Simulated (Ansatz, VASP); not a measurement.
# YTaP in VASP and in Ansatz

```
Y Ta P
1.0
     3.58680    0.00000    0.00000
     0.00000    3.58680    0.00000
     0.00000    0.00000    9.08050
Y Ta P
2 2 2
Direct
  0.00000 0.50000 0.90000
  0.50000 0.00000 0.10000
  0.00000 0.50000 0.33500
  0.50000 0.00000 0.66500
  0.00000 0.50000 0.61700
  0.50000 0.00000 0.38300
```

Alike in both runs: task single point; functional LDA; k mesh 5 × 5 × 2; occupations gaussian, width 0.0157 eV; no spin polarisation.

|  | VASP | Ansatz |
| --- | --- | --- |
| version | VASP 6.6.1 | Ansatz 0.2.0 |
| potentials or method | VASP PAW LDA potentials, release 64 (Y_sv, Ta_pv, P), cutoff 520 eV | PAW plane waves |
| valence electrons in the cell | 54 | 58 |

```csv
,VASP,Ansatz,Ansatz less VASP
gap on the k mesh at the Fermi level (eV),none,none,-
pressure (GPa),-1.8,-1.9,-0.13
"traceless stress, the component that is largest in VASP (GPa)",6.15,6.22,+0.070
rms of the force components (eV/Å),0.481,0.486,+0.0052
```

LDA's correlation is that of Perdew and Zunger in VASP and of Perdew and Wang (1992) in Ansatz. Atom by atom the forces differ by 0.010 eV/Å (rms over components). A gap of «none» marks a metal or a gap that the smearing closes. VASP's potentials hold 54 valence electrons a cell and Ansatz's 58, so a difference there can come from the potentials and not from the codes.

Neither program's run includes spin-orbit coupling.
